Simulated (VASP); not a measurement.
# Be (R-3m) in VASP: notebook, part 2 of 2

VASP 6.6.1. Earlier steps stand in the parts before.

### Step 4. Electric field gradients, PBE (equal xy, yz and zx shear strains of +1 %)

INCAR reads:

```
PREC = Accurate
ENCUT = 520
EDIFF = 1E-8
ISMEAR = -1
SIGMA = 0.03
LREAL = F
LASPH = T
NELM = 80
ALGO = Normal
ISIF = 2
LWAVE = F
LCHARG = F
GGA = PE
LEFG = T
NBANDS = 7
```

KPOINTS reads:

```
Automatic mesh
0
Gamma
  23 23 23
```

POSCAR reads:

```
Be
1.0
   -1.2405897418      1.2531209513      1.2531209513
    1.2531209513     -1.2405897418      1.2531209513
    1.2531209513      1.2531209513     -1.2405897418
Be
1
Direct
    0.0000000000      0.0000000000      0.0000000000
```

Potentials or basis: VASP PAW PBE potentials, release 64 (Be).

On the command line:

```sh
cat potpaw_PBE.64/Be/POTCAR > POTCAR
mpirun -np 1 vasp_std > vasp.out
```

OUTCAR:

```text
PREC = Accurate
   ENCUT = 520
   EDIFF = 1E-8
   ISMEAR = -1
   LREAL = F
   LASPH = T
   NELM = 80
   ISIF = 2
   GGA = PE

 ion  position               nearest neighbor table
   1  0.000  0.000  0.000-

  LATTYP: Found a trigonal (rhomboedric) cell.
 ALAT       =     2.1632584553
 COS(alpha) =    -0.3288480252

  Lattice vectors:

 A1 = (  -1.2405897418,   1.2531209513,   1.2531209513)
 A2 = (   1.2531209513,  -1.2405897418,   1.2531209513)
 A3 = (   1.2531209513,   1.2531209513,  -1.2405897418)

Analysis of symmetry for initial positions (statically):
=====================================================================
 Subroutine PRICEL returns:
 Original cell was already a primitive cell.

[... 422 lines left out ...]
  in kB       -6.7144936     -6.7144936     -6.7144936    -19.5914619    -19.5914619    -19.5914619
  external PRESSURE =      -6.7144936 kB  Pullay stress =       0.0000000 kB

 VOLUME and BASIS-vectors are now :
 -----------------------------------------------------------------------------
  energy-cutoff  :      520.00
  volume of cell :        7.87
      direct lattice vectors                 reciprocal lattice vectors
    -1.240589742  1.253120951  1.253120951    -0.003970384  0.397038443  0.397038443
     1.253120951 -1.240589742  1.253120951     0.397038443 -0.003970384  0.397038443
     1.253120951  1.253120951 -1.240589742     0.397038443  0.397038443 -0.003970384

 POSITION                                       TOTAL-FORCE (eV/Angst)
 -----------------------------------------------------------------------------------
      0.00000      0.00000      0.00000         0.000000      0.000000      0.000000
 -----------------------------------------------------------------------------------
    total drift:                                0.000000     -0.000000     -0.000000

  FREE ENERGIE OF THE ION-ELECTRON SYSTEM (eV)
  ---------------------------------------------------
  free  energy   TOTEN  =        -3.6641437958 eV

  energy  without entropy=       -3.6635576063  energy(sigma->0) =       -3.66385070

 Electric field gradients (V/A^2)
---------------------------------------------------------------------
 ion       V_xx      V_yy      V_zz      V_xy      V_xz      V_yz
---------------------------------------------------------------------
   1      -0.000     0.000     0.000     0.127     0.127     0.127
---------------------------------------------------------------------

 Electric field gradients after diagonalization (V/A^2)
 (convention: |V_zz| > |V_xx| > |V_yy|)
----------------------------------------------------------------------
 ion       V_xx      V_yy      V_zz     asymmetry (V_yy - V_xx)/ V_zz
----------------------------------------------------------------------
   1      -0.127    -0.127     0.254       0.000
----------------------------------------------------------------------

           NMR quadrupolar parameters

 Cq : quadrupolar parameter    Cq=e*Q*V_zz/h
 eta: asymmetry parameters     (V_yy - V_xx)/ V_zz
 Q  : nuclear electric quadrupole moment in mb (millibarn)
----------------------------------------------------------------------
 ion       Cq(MHz)       eta       Q (mb)
----------------------------------------------------------------------
   1       0.001       0.000       1.000
----------------------------------------------------------------------
```

stdout:

```text
POSCAR found type information on POSCAR Be
 POSCAR found :  1 types and       1 ions
 scaLAPACK will be used
 LDA part: xc-table for (Slater+PW92), standard interpolation
 POSCAR, INCAR and KPOINTS ok, starting setup
 FFT: planning ... GRIDC
 FFT: planning ... GRID_SOFT
 FFT: planning ... GRID
 WAVECAR not read
 entering main loop
ion   1
```

It used 16 s of CPU time on 1 thread of Intel Xeon 6975P-C, on a shared host.

What came out:

```yaml
Free_energy: -3.6641 eV
Pressure: -0.7 GPa
Band_gap_on_the_k_mesh: zero (band 1 reaches 11.45 eV, above the bottom of band 2 at 6.61 eV)
```

Caveat: the cell differs from its parent crystal (equal xy, yz and zx shear strains of +1 %); without QUAD_EFG the Cq values of the log hold for a quadrupole moment of 1 mb, not for the nuclei.

### Step 5. Electric field gradients, PBE (equal xy, yz and zx shear strains of +3 %)

INCAR reads:

```
  ALGO = Normal
  EDIFF = 1E-8
  ENCUT = 520
  GGA = PE
  ISIF = 2
  ISMEAR = -1
  LASPH = T
  LCHARG = F
  LEFG = T
  LREAL = F
  LWAVE = F
  NBANDS = 7
  NELM = 80
  PREC = Accurate
  SIGMA = 0.03
```

KPOINTS reads:

```
k-points
0
Gamma
  23 23 23
```

POSCAR reads:

```
Be
1.0
   -1.2155273228      1.2531209513      1.2531209513
    1.2531209513     -1.2155273228      1.2531209513
    1.2531209513      1.2531209513     -1.2155273228
Be
1
Direct
    0.0000000000      0.0000000000      0.0000000000
```

Potentials or basis: VASP PAW PBE potentials, release 64 (Be).

On the command line:

```sh
cat potpaw_PBE.64/Be/POTCAR > POTCAR
mpirun -np 1 vasp_std > vasp.out
```

OUTCAR:

```text
EDIFF = 1E-8
   ENCUT = 520
   GGA = PE
   ISIF = 2
   ISMEAR = -1
   LASPH = T
   LREAL = F
   NELM = 80
   PREC = Accurate

 ion  position               nearest neighbor table
   1  0.000  0.000  0.000-

  LATTYP: Found a trigonal (rhomboedric) cell.
 ALAT       =     2.1489836923
 COS(alpha) =    -0.3196300452

  Lattice vectors:

 A1 = (  -1.2155273228,   1.2531209513,   1.2531209513)
[... 445 lines left out ...]
 -----------------------------------------------------------------------------------
    total drift:                               -0.000000      0.000000     -0.000000

  FREE ENERGIE OF THE ION-ELECTRON SYSTEM (eV)
  ---------------------------------------------------
  free  energy   TOTEN  =        -3.6530364671 eV

  energy  without entropy=       -3.6524185925  energy(sigma->0) =       -3.65272753

 Electric field gradients (V/A^2)
---------------------------------------------------------------------
 ion       V_xx      V_yy      V_zz      V_xy      V_xz      V_yz
---------------------------------------------------------------------
   1       0.000    -0.000    -0.000     0.402     0.402     0.402
---------------------------------------------------------------------

 Electric field gradients after diagonalization (V/A^2)
 (convention: |V_zz| > |V_xx| > |V_yy|)
----------------------------------------------------------------------
 ion       V_xx      V_yy      V_zz     asymmetry (V_yy - V_xx)/ V_zz
----------------------------------------------------------------------
   1      -0.402    -0.402     0.804       0.000
----------------------------------------------------------------------

           NMR quadrupolar parameters

 Cq : quadrupolar parameter    Cq=e*Q*V_zz/h
 eta: asymmetry parameters     (V_yy - V_xx)/ V_zz
 Q  : nuclear electric quadrupole moment in mb (millibarn)
----------------------------------------------------------------------
 ion       Cq(MHz)       eta       Q (mb)
----------------------------------------------------------------------
   1       0.002       0.000       1.000
----------------------------------------------------------------------
```

OSZICAR:

```text
N       E                     dE             d eps       ncg     rms          rms(c)
DAV:   1    -0.241067396490E+01   -0.24107E+01   -0.11233E+03 17346   0.233E+02
DAV:   2    -0.368094925970E+01   -0.12703E+01   -0.12267E+01 22393   0.260E+01
DAV:   3    -0.368299392167E+01   -0.20447E-02   -0.20441E-02 18130   0.916E-01
DAV:   4    -0.368299429267E+01   -0.37100E-06   -0.37098E-06 24507   0.124E-02
DAV:   5    -0.368299429162E+01    0.10510E-08   -0.45915E-10 18347   0.569E-05    0.786E-01
DAV:   6    -0.366149452811E+01    0.21500E-01   -0.24283E-03 17955   0.477E-01    0.484E-01
DAV:   7    -0.365305562337E+01    0.84389E-02   -0.23834E-03 17528   0.496E-01    0.181E-02
DAV:   8    -0.365303677316E+01    0.18850E-04   -0.68354E-06 18501   0.218E-02    0.639E-03
DAV:   9    -0.365303670215E+01    0.71008E-07   -0.13374E-06 19684   0.859E-03    0.448E-04
DAV:  10    -0.365303657279E+01    0.12936E-06   -0.49736E-09 18991   0.678E-04    0.284E-04
DAV:  11    -0.365303646833E+01    0.10446E-06   -0.32380E-09 15421   0.472E-04    0.406E-06
DAV:  12    -0.365303646713E+01    0.12052E-08   -0.34093E-11  8638   0.319E-05
   1 F= -.36530365E+01 E0= -.36527275E+01  d E =-.617875E-03
```

Run time: 22 s. Hardware: 1 thread of Intel Xeon 6975P-C, shared host; peak memory 0.16 GiB.

What came out:

```yaml
Free_energy: -3.6530 eV
Pressure: -0.2 GPa
Band_gap_on_the_k_mesh: zero (band 1 reaches 11.38 eV, above the bottom of band 2 at 6.62 eV)
```

Levels at points of the mesh, in eV from the Fermi level:
```
           k point  band 1  band 2  band 3  band 4
(0.00, 0.00, 0.00)  -12.25   18.52   19.67   19.67
```

Electric field gradients, principal values (V/Å²):
| atom | least | middle | greatest (by size) |
| --- | --- | --- | --- |
| 1 Be | -0.402 | -0.402 | 0.804 |

Caveat: the cell differs from its parent crystal (equal xy, yz and zx shear strains of +3 %); without QUAD_EFG the Cq values of the log hold for a quadrupole moment of 1 mb, not for the nuclei.

### Step 6. The runs side by side

```csv
cell,gap on the mesh (eV),pressure (GPa)
"a = 2.185 Å, angles 110.0°, 1 atom",none,-0.5
"a = 2.163 Å, angles 109.2°, 1 atom",none,-0.7
"a = 2.149 Å, angles 108.6°, 1 atom",none,-0.2
```

Alike in all rows: task electric field gradients; level PBE; potentials or basis VASP PAW PBE potentials, release 64 (Be); no spin polarisation; k mesh 23 × 23 × 23; cutoff (eV) 520; smearing fermi-dirac 0.03 eV.

Total energies depend on the potentials used, so only differences within one code and one set of settings carry meaning.
